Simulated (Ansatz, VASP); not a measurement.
## MgO: VASP beside Ansatz

```
Mg O
1.0
     0.00000    2.18010    2.18010
     2.18010    0.00000    2.18010
     2.18010    2.18010    0.00000
Mg O
1 1
Direct
  0.00000 0.00000 0.00000
  0.50000 0.50000 0.50000
```

Change from the starting cell: strain +0.025 along x and y, +0.025 along z, atoms carried along.

Alike in both runs: task single point; functional PBE; k mesh 10 × 10 × 10; occupations gaussian, width 0.05 eV; no spin polarisation.

|  | VASP | Ansatz |
| --- | --- | --- |
| version | VASP 6.6.1 | Ansatz 0.2.0 |
| potentials or method | VASP PAW PBE potentials, release 64 (Mg, O), cutoff 520 eV | scalar-relativistic, plane waves, PAW |
| valence electrons in the cell | 8 | 16 |

|  | VASP | Ansatz | Ansatz less VASP |
| --- | --- | --- | --- |
| gap on the k mesh at the Fermi level (eV) | 3.78 | 3.80 | +0.020 |
| least direct gap on the mesh (eV) | 3.78 | 3.80 | +0.020 |
| pressure (GPa) | -10.2 | -9.5 | +0.74 |

With one functional, cell and mesh, what is left measures potentials, basis and numerics. VASP's potentials hold 8 valence electrons a cell and Ansatz's 16, so a difference there can come from the potentials and not from the codes.
